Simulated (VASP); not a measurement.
A run of VASP 6.6.1 is set up as follows.

The input INCAR:

```
  PREC = Accurate
  ENCUT = 520
  EDIFF = 1E-6
  ISMEAR = 0
  SIGMA = 0.05
  LREAL = False
  LASPH = True
  NELM = 80
  ALGO = Normal
  ISIF = 2
  LWAVE = False
  LCHARG = False
  GGA = PE
  NBANDS = 36
```

Contents of KPOINTS:

```
regular mesh
0
Gamma
  6 9 3
```

POSCAR

```
SiC
1.0
    4.3480000000      0.0000000000      0.0000000000
    0.0000000000      2.1740000000     -2.1740000000
    0.0000000000      7.9362135624      7.9362135624
Si C
6 6
Direct
    0.0000000000      0.0000000000      0.7533052448
    0.5000000000      0.5000000000      0.0684698434
    0.0000000000      0.0000000000      0.2054369237
    0.5000000000      0.5000000000      0.3424040040
    0.0000000000      0.0000000000      0.4793710842
    0.5000000000      0.5000000000      0.6163381645
    0.7500000000      0.0000000000      0.3424040040
    0.2500000000      0.5000000000      0.4793710842
    0.7500000000      0.0000000000      0.6163381645
    0.2500000000      0.5000000000      0.7533052448
    0.7500000000      0.0000000000      0.0684698434
    0.2500000000      0.5000000000      0.2054369237
```

Potentials or basis: VASP PAW PBE potentials, release 64 (Si, C).

Command:

```console
$ cat potpaw_PBE.64/Si/POTCAR potpaw_PBE.64/C/POTCAR > POTCAR
$ mpirun -np 1 vasp_std > vasp.out
```

(1) Predict the largest force.

(2) Predict the pressure.

Answers

(1) 2.812 eV/Å.

(2) -2.0 GPa.

Caveat: the cell differs from its parent crystal (the distance across one plane changed); forces of over 1 eV/Å act on the atoms, so gaps and moduli don't describe the material at rest.
